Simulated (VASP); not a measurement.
# Sb2Pt (Pa-3) in VASP: further runs

Runs on Sb2Pt. Level: r2SCAN. Tasks: single point.

Program: VASP 6.6.1. These are calculated values, not measurements. Logs are shortened: lines on timing, memory, paths and dates and some standing lists are left out, and cuts for length are marked.

## Step 1: The cell of the first run

Symmetry: Pa-3, No. 205, cubic system. Conventional cell: a = 6.439 Å, b = 6.439 Å, c = 6.439 Å, α = 90.00°, β = 90.00°, γ = 90.00°. Within 3.7 Å of Sb (site symmetry 3) lie 3 Pt at 2.67 Å and 7 Sb at 2.78 to 3.60 Å. Within 3.5 Å of Pt (site symmetry -3) lie 6 Sb at 2.67 Å.

## Step 2: Single point, r2SCAN (22.25 Å³/atom)

POSCAR

```
Sb2Pt
1.0
    6.4388933490      0.0000000000      0.0000000000
    0.0000000000      6.4388933490      0.0000000000
    0.0000000000      0.0000000000      6.4388933490
Sb Pt
8 4
Direct
    0.3752999444      0.3752999444      0.3752999444
    0.1247000556      0.6247000556      0.8752999444
    0.8752999444      0.1247000556      0.6247000556
    0.6247000556      0.8752999444      0.1247000556
    0.6247000556      0.6247000556      0.6247000556
    0.8752999444      0.3752999444      0.1247000556
    0.1247000556      0.8752999444      0.3752999444
    0.3752999444      0.1247000556      0.8752999444
    0.0000000000      0.0000000000      0.0000000000
    0.5000000000      0.0000000000      0.5000000000
    0.5000000000      0.5000000000      0.0000000000
    0.0000000000      0.5000000000      0.5000000000
```

INCAR.step1

```
PREC = Accurate
ENCUT = 520
ISMEAR = 0
SIGMA = 0.1
LREAL = F
LASPH = T
NELM = 60
NBANDS = 52
GGA = PE
ALGO = Normal
EDIFF = 1E-4
LWAVE = T
LCHARG = F
```

INCAR.step2

```
PREC = Accurate
ENCUT = 520
EDIFF = 1E-6
ISMEAR = 0
SIGMA = 0.1
LREAL = F
LASPH = T
NELM = 60
ALGO = Normal
ISIF = 2
LWAVE = F
LCHARG = F
METAGGA = R2SCAN
LMIXTAU = T
NBANDS = 52
ISTART = 1
```

KPOINTS

```
regular mesh
0
Gamma
  6 6 6
```

Potentials or basis: VASP PAW PBE potentials, release 64 (Sb, Pt).

Command:

```
$ cat potpaw_PBE.64/Sb/POTCAR potpaw_PBE.64/Pt/POTCAR > POTCAR
$ cp INCAR.step1 INCAR
$ mpirun -np 1 vasp_std > vasp.out
$ cp INCAR.step2 INCAR
$ mpirun -np 1 vasp_std > vasp.out
```

OUTCAR:

```text
PREC = Accurate
   ENCUT = 520
   EDIFF = 1E-6
   ISMEAR = 0
   LREAL = F
   LASPH = T
   NELM = 60
   ISIF = 2
   METAGGA = R2SCAN
   ISTART = 1

 ion  position               nearest neighbor table
   1  0.375  0.375  0.375-  10 2.67  11 2.67  12 2.67   5 2.78   6 3.60   7 3.60   8 3.60   8 3.60
                             7 3.60   6 3.60
   2  0.125  0.625  0.875-   9 2.67  11 2.67  12 2.67   6 2.78   5 3.60   7 3.60   8 3.60   7 3.60
                             8 3.60   5 3.60
   3  0.875  0.125  0.625-   9 2.67  10 2.67  12 2.67   7 2.78   6 3.60   5 3.60   8 3.60   6 3.60
                             5 3.60   8 3.60
   4  0.625  0.875  0.125-   9 2.67  10 2.67  11 2.67   8 2.78   6 3.60   7 3.60   5 3.60   5 3.60
                             6 3.60   7 3.60
   5  0.625  0.625  0.625-  10 2.67  11 2.67  12 2.67   1 2.78   2 3.60   3 3.60   4 3.60   4 3.60
                             3 3.60   2 3.60
   6  0.875  0.375  0.125-   9 2.67  11 2.67  12 2.67   2 2.78   1 3.60   3 3.60   4 3.60   3 3.60
                             4 3.60   1 3.60
   7  0.125  0.875  0.375-   9 2.67  10 2.67  12 2.67   3 2.78   2 3.60   1 3.60   4 3.60   2 3.60
                             1 3.60   4 3.60
   8  0.375  0.125  0.875-   9 2.67  10 2.67  11 2.67   4 2.78   2 3.60   3 3.60   1 3.60   1 3.60
                             2 3.60   3 3.60
   9  0.000  0.000  0.000-   2 2.67   3 2.67   4 2.67   6 2.67   7 2.67   8 2.67
  10  0.500  0.000  0.500-   1 2.67   3 2.67   4 2.67   5 2.67   7 2.67   8 2.67
  11  0.500  0.500  0.000-   1 2.67   2 2.67   4 2.67   5 2.67   6 2.67   8 2.67
  12  0.000  0.500  0.500-   1 2.67   2 2.67   3 2.67   5 2.67   6 2.67   7 2.67

  LATTYP: Found a simple cubic cell.
 ALAT       =     6.4388933490

  Lattice vectors:

 A1 = (   6.4388933490,   0.0000000000,   0.0000000000)
 A2 = (   0.0000000000,   6.4388933490,   0.0000000000)
 A3 = (   0.0000000000,   0.0000000000,   6.4388933490)

Analysis of symmetry for initial positions (statically):
=====================================================================
 Subroutine PRICEL returns:
 Original cell was already a primitive cell.

 Routine SETGRP: Setting up the symmetry group for a
 simple cubic supercell.

 Subroutine GETGRP returns: Found 24 space group operations
 (whereof  6 operations were pure point group operations)
 out of a pool of 48 trial point group operations.

The static configuration has the point symmetry S_6 .
 The point group associated with its full space group is T_h .

Analysis of symmetry for dynamics (positions and initial velocities):
[... 142 lines left out ...]
   NELECT =      80.0000    total number of electrons
   NUPDOWN=      -1.0000    fix difference up-down
   EMIN   =  10.00;   EMAX   =-10.00  energy-range for DOS
   EFERMI =   0.00;   METHOD = LEGACY
   ISMEAR =     0;   SIGMA  =   0.10  broadening in eV -4-tet -1-fermi 0-gaus
   EFERMI_NEDOS =   21; number of points for ismear=-14 and -15
   IALGO  =     38    algorithm
   IMIX   =      4    mixing-type and parameters
     AMIX     =   0.40;   BMIX     =  1.00
     AMIX_MAG =   1.60;   BMIX_MAG =  1.00
  volume/ion in A,a.u.               =      22.25       150.12
  Fermi-wavevector in a.u.,A,eV,Ry     =   1.095537  2.070264 16.329721  1.200201
  Thomas-Fermi vector in A             =   2.231862
   LORBIT       =      0    0 simple, 1 ext, 2 COOP (PROOUT), +10 PAW based schemes
   METAGGA = R2SCAN    functional components
   LHFCALC =     F    Hartree Fock is set to
   AEXX    =    0.0000 exact exchange contribution
   IVDW    =     0    specifies the selected vdW correction
   LEPSILON=     F    determine dielectric tensor
   LRPA    =     F    only Hartree local field effects (RPA)
 non-spin polarized calculation
 Gauss-broadening in eV      SIGMA  =   0.10
  energy-cutoff  :      520.00
  volume of cell :      266.95
 maximum number of plane-waves:      7224
   NGX = 23   NGY = 23   NGZ = 23

 number of electron      80.0000003 magnetization

 Free energy of the ion-electron system (eV)
  ---------------------------------------------------
  ext. energy  EPLUGINS =         0.00000000
  ---------------------------------------------------
  free energy    TOTEN  =      -418.00503238 eV

  energy without entropy =     -418.00131436  energy(sigma->0) =     -418.00317337

 E-fermi :   9.3176     XC(G=0): -11.6242

 val. band max:        9.2390662122   @ k =   0.3333   0.3333   0.0000
 cond. band min:       9.3496885685   @ k =   0.0000   0.0000   0.0000
 fundamental gap:      0.1106223562
 Fermi energy:         9.3175927247

 k-point     1 :       0.0000    0.0000    0.0000
  band No.  band energies     occupation
      1      -4.0807      2.00000
      2      -1.6919      2.00000
      3      -1.6919      2.00000
      4      -1.6919      2.00000
      5      -0.0340      2.00000
      6      -0.0340      2.00000
[... 1309 lines left out ...]
     51      12.2520      0.00000
     52      12.2520      0.00000

------------------------ aborting loop because EDIFF is reached ----------------------------------------

  FORCE on cell =-STRESS in cart. coord.  units (eV):
  Direction    XX          YY          ZZ          XY          YZ          ZX
  --------------------------------------------------------------------------------------
  -------------------------------------------------------------------------------------
  Total        6.1673232      6.1673232      6.1673232      0.0000000     -0.0000000     -0.0000000
  in kB       37.0146455     37.0146455     37.0146455      0.0000000     -0.0000000     -0.0000000
  external PRESSURE =      37.0146455 kB  Pullay stress =       0.0000000 kB

 VOLUME and BASIS-vectors are now :
 -----------------------------------------------------------------------------
  energy-cutoff  :      520.00
  volume of cell :      266.95
      direct lattice vectors                 reciprocal lattice vectors
     6.438893349  0.000000000  0.000000000     0.155306191  0.000000000  0.000000000
     0.000000000  6.438893349  0.000000000     0.000000000  0.155306191  0.000000000
     0.000000000  0.000000000  6.438893349     0.000000000  0.000000000  0.155306191

 POSITION                                       TOTAL-FORCE (eV/Angst)
 -----------------------------------------------------------------------------------
      2.41652      2.41652      2.41652        -0.020970     -0.020970     -0.020970
      0.80293      4.02238      5.63596         0.020970      0.020970     -0.020970
      5.63596      0.80293      4.02238        -0.020970      0.020970      0.020970
      4.02238      5.63596      0.80293         0.020970     -0.020970      0.020970
      4.02238      4.02238      4.02238         0.020970      0.020970      0.020970
      5.63596      2.41652      0.80293        -0.020970     -0.020970      0.020970
      0.80293      5.63596      2.41652         0.020970     -0.020970     -0.020970
      2.41652      0.80293      5.63596        -0.020970      0.020970     -0.020970
      0.00000      0.00000      0.00000        -0.000000      0.000000     -0.000000
      3.21945      0.00000      3.21945        -0.000000      0.000000     -0.000000
      3.21945      3.21945      0.00000        -0.000000      0.000000     -0.000000
      0.00000      3.21945      3.21945        -0.000000      0.000000     -0.000000
 -----------------------------------------------------------------------------------
    total drift:                               -0.000000      0.000000     -0.000000

  FREE ENERGIE OF THE ION-ELECTRON SYSTEM (eV)
  ---------------------------------------------------
  free  energy   TOTEN  =      -418.0050323846 eV

  energy  without entropy=     -418.0013143585  energy(sigma->0) =     -418.00317337
```

It took 28 min on 1 thread of Intel Xeon 8259CL, shared host; peak memory 0.53 GiB.

Results:

```yaml
Free_energy: -418.0050 eV
Pressure: 3.7 GPa
Largest_force: 0.036 eV/Å
Band_gap_on_the_k_mesh: 0.11 eV (least direct gap 0.27 eV)
```

Forces on the atoms (eV/Å):
```
Sb  -0.021 -0.021 -0.021
Sb   0.021  0.021 -0.021
Sb  -0.021  0.021  0.021
Sb   0.021 -0.021  0.021
Sb   0.021  0.021  0.021
Sb  -0.021 -0.021  0.021
Sb   0.021 -0.021 -0.021
Sb  -0.021  0.021 -0.021
Pt   0.000  0.000  0.000
Pt   0.000  0.000  0.000
Pt   0.000  0.000  0.000
Pt   0.000  0.000  0.000
```

Levels at points of the mesh, in eV from the valence-band top:
| k point | band 38 | band 39 | band 40 | band 41 | band 42 | band 43 |
| --- | --- | --- | --- | --- | --- | --- |
| (0.00, 0.00, 0.00) | -0.54 | -0.54 | -0.54 | 0.11 | 0.11 | 0.11 |
| (0.50, 0.00, 0.00) | -1.52 | -0.71 | -0.71 | 0.92 | 0.92 | 1.72 |
| (0.50, 0.50, 0.00) | -0.78 | -0.78 | -0.78 | 1.97 | 1.97 | 1.97 |
| (0.50, 0.50, 0.50) | -0.71 | -0.71 | -0.71 | 0.14 | 0.14 | 0.14 |

Caveat: the cell stands under pressure; the PAW data sets were made with another functional, which shifts forces and pressure a little; spin-orbit coupling is left out, which moves the levels of the heavy elements. A k mesh can miss the band edges.

## Step 3: Single point, r2SCAN

This run uses another cell than the first one, of 22.92 Å³/atom.

POSCAR

```
Sb2Pt
1.0
    6.5034747697      0.0000000000      0.0000000000
    0.0000000000      6.5034747697      0.0000000000
    0.0000000000      0.0000000000      6.5034747697
Sb Pt
8 4
Direct
    0.3755288863      0.3755288863      0.3755288863
    0.1244711137      0.6244711137      0.8755288863
    0.8755288863      0.1244711137      0.6244711137
    0.6244711137      0.8755288863      0.1244711137
    0.6244711137      0.6244711137      0.6244711137
    0.8755288863      0.3755288863      0.1244711137
    0.1244711137      0.8755288863      0.3755288863
    0.3755288863      0.1244711137      0.8755288863
    0.0000000000      0.0000000000      0.0000000000
    0.5000000000      0.0000000000      0.5000000000
    0.5000000000      0.5000000000      0.0000000000
    0.0000000000      0.5000000000      0.5000000000
```

INCAR.step1

```
PREC = Accurate ; ENCUT = 520
ISMEAR = 0 ; SIGMA = 0.01
LREAL = False ; LASPH = True
NELM = 80 ; NBANDS = 52
GGA = PE ; ALGO = Normal
EDIFF = 1E-4 ; LWAVE = True
LCHARG = False
```

INCAR.step2

```
PREC = Accurate ; ENCUT = 520
EDIFF = 1E-6 ; ISMEAR = 0
SIGMA = 0.01 ; LREAL = False
LASPH = True ; NELM = 80
ALGO = Normal ; ISIF = 2
LWAVE = False ; LCHARG = True
METAGGA = R2SCAN ; LMIXTAU = True
LELF = True ; LVHAR = True
NBANDS = 52 ; ISTART = 1
```

KPOINTS

```
Automatic mesh
0
Gamma
  6 6 6
```

Potentials or basis: VASP PAW PBE potentials, release 64 (Sb, Pt).

Command:

```
$ cat potpaw_PBE.64/Sb/POTCAR potpaw_PBE.64/Pt/POTCAR > POTCAR
$ cp INCAR.step1 INCAR
$ mpirun -np 1 vasp_std > vasp.out
$ cp INCAR.step2 INCAR
$ mpirun -np 1 vasp_std > vasp.out
```

Run time: 35 min. Hardware: 1 thread of Intel Xeon 8259CL, shared host; peak memory 0.54 GiB.

It converged, with:

```
Free energy            : -418.0907 eV
Pressure               : -0.1 GPa
Largest force          : 0.030 eV/Å
Band gap on the k mesh : 0.02 eV (least direct gap 0.23 eV)
```

Forces on the atoms (eV/Å):
```
Sb  -0.017 -0.017 -0.017
Sb   0.017  0.017 -0.017
Sb  -0.017  0.017  0.017
Sb   0.017 -0.017  0.017
Sb   0.017  0.017  0.017
Sb  -0.017 -0.017  0.017
Sb   0.017 -0.017 -0.017
Sb  -0.017  0.017 -0.017
Pt   0.000  0.000  0.000
Pt   0.000  0.000  0.000
Pt   0.000  0.000  0.000
Pt   0.000  0.000  0.000
```

Levels at points of the mesh, in eV from the valence-band top:
```
           k point  band 37  band 38  band 39  band 40  band 41  band 42  band 43  band 44
(0.00, 0.00, 0.00)    -1.94    -0.53    -0.53    -0.53     0.06     0.06     0.06     1.18
(0.50, 0.00, 0.00)    -1.48    -1.48    -0.71    -0.71     0.90     0.90     1.64     1.64
(0.50, 0.50, 0.00)    -0.75    -0.75    -0.75    -0.75     1.86     1.86     1.86     1.86
(0.50, 0.50, 0.50)    -0.67    -0.67    -0.67    -0.67     0.02     0.02     0.02     0.02
```

Caveat: the PAW data sets were made with another functional, which shifts forces and pressure a little; spin-orbit coupling is left out, which moves the levels of the heavy elements.
